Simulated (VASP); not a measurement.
Crystal: Sc5S.

```
CELL_PARAMETERS angstrom
3.25000 0.00000 0.00000
-1.62500 2.81458 0.00000
0.00000 0.00000 13.80000
ATOMIC_POSITIONS crystal
Sc 0.33333 0.66667 0.87700
Sc 0.33333 0.66667 0.12300
Sc 0.00000 0.00000 0.31200
Sc 0.33333 0.66667 0.50000
Sc 0.00000 0.00000 0.68800
S 0.00000 0.00000 0.00000
```

```yaml
Program: VASP 6.6.1
Task: relaxation of cell and atoms
Functional: PBE
Potentials_or_basis: VASP PAW PBE potentials, release 64 (Sc_sv, S)
Cutoff: 600 eV
k_mesh: 6 × 6 × 2
Occupations: gaussian, width 0.2 eV
Spin: no spin polarisation
```

At the start: pressure 6.9 GPa; volume 21.04 Å³/atom.

Task: Where does the relaxation end?

Result: Over 5 steps the energy falls by 48.7 meV/atom and the volume is 23.02 Å³/atom (+9.4 %); space group P-6m2 (No. 187, to 0.1 Å) before and after.

The path:
| step | energy change (eV) | largest force (eV/Å) | pressure (GPa) | volume (Å³) |
| --- | --- | --- | --- | --- |
| 1 | 0.0000 | 0.4762 | 6.93 | 126.23 |
| 2 | -0.2330 | 0.2086 | -2.50 | 143.58 |
| 3 | -0.2712 | 0.1031 | -0.28 | 138.45 |
| 4 | -0.2892 | 0.0894 | -0.11 | 138.24 |
| 5 | -0.2919 | 0.0793 | -0.01 | 138.11 |

Final structure:
```
Sc S
1.0
     3.39806    0.00000    0.00000
    -1.69903    2.94280    0.00000
     0.00000    0.00000   13.81093
Sc S
5 1
Direct
  0.33333 0.66667 0.87599
  0.33333 0.66667 0.12401
  0.00000 0.00000 0.31284
  0.33333 0.66667 0.50000
  0.00000 0.00000 0.68716
  0.00000 0.00000 0.00000
```

Caveat: the k points lie up to 0.36 Å⁻¹ apart in the final cell, too coarse for converged energies and pressures of a metal; the relaxation stopped at a loose force limit of 0.08 eV/Å, so its end isn't a converged minimum.
